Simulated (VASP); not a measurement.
A run of VASP 6.6.1 is set up as follows.

Contents of INCAR:

```
SYSTEM = Li3MnP2
ALGO = Normal ; EDIFF = 1E-7
ENCUT = 520 ; GGA = PS
ISIF = 2 ; ISMEAR = -1
ISPIN = 2 ; LASPH = .TRUE.
LCHARG = .FALSE. ; LMAXMIX = 4
LORBIT = 11 ; LREAL = .FALSE.
LWAVE = .FALSE. ; MAGMOM = 0 0 0 2.8 0 0
NBANDS = 29 ; NELM = 150
PREC = Accurate ; SIGMA = 0.3
```

The input KPOINTS:

```
k-points
0
G
  6 6 4
  0 0 0
```

Contents of POSCAR:

```
Li3MnP2
1.0
    3.9580220000      0.0000000000      0.0000000000
    0.0000000000      3.9580220000      0.0000000000
    0.0000000000      0.0000000000      5.6262180000
Li Mn P
3 1 2
Direct
    0.0000000000      0.0000000000      0.0000000000
    0.5000000000      0.5000000000      0.0000000000
    0.5000000000      0.5000000000      0.5000000000
    0.0000000000      0.0000000000      0.5000000000
    0.0000000000      0.5000000000      0.2891120000
    0.5000000000      0.0000000000      0.7108880000
```

Potentials or basis: VASP PAW PBE potentials, release 64 (Li_sv, Mn_pv, P).

Command:

```console
$ cat potpaw_PBE.64/Li_sv/POTCAR potpaw_PBE.64/Mn_pv/POTCAR potpaw_PBE.64/P/POTCAR > POTCAR
$ mpirun -np 1 vasp_std > vasp.out
```

Task: Estimate the largest force.

Result: 0.405 eV/Å.

Task: Estimate the net moment.

Result: 2.55 μB per cell.

Task: Estimate the site moments.

Result: Li +0.00, +0.01, -0.00; Mn +2.38; P -0.04 μB.

Forces on the atoms (eV/Å):
```
Li   0.000  0.000  0.000
Li   0.000  0.000  0.000
Li   0.000  0.000  0.000
Mn   0.000  0.000  0.000
P    0.000  0.000 -0.405
P    0.000  0.000  0.405
```

Caveat: the PAW data sets were made with another functional, which shifts forces and pressure a little; a cell with one magnetic atom can't hold antiferromagnetic order, which such compounds often take.
